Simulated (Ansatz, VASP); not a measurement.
# Two plane-wave programs on In

```
In
1.0
     3.33927    0.00000    0.00000
    -1.66964    2.89190    0.00000
     0.00000    0.00000   28.67333
In
6
Direct
  0.66667 0.33333 0.26157
  0.00000 0.00000 0.35658
  0.66667 0.33333 0.45219
  0.33333 0.66667 0.54781
  0.66667 0.33333 0.64282
  0.33333 0.66667 0.73843
```

Alike in both runs: functional PBE; k mesh 9 × 9 × 1; occupations fermi-dirac, width 0.05 eV; no spin polarisation.

```csv
,VASP,Ansatz
version,VASP 6.6.1,Ansatz 0.2.0
potentials or method,"VASP PAW PBE potentials, release 64 (In_d)",Ansatz PAW
plane-wave cutoff (eV),520,420
valence electrons in the cell,78,78
task,single point,electrostatic potential
```

```tsv
	VASP	Ansatz	Ansatz less VASP
gap on the k mesh at the Fermi level (eV)	none	none	-
rms of the force components (eV/Å)	0.048	0.048	-0.0004
```

Atom by atom the forces differ by 0.000 eV/Å (rms over components). A gap of «none» marks a metal or a gap that the smearing closes. The functional is the same, so the differences come from potentials, cutoffs and numerics.
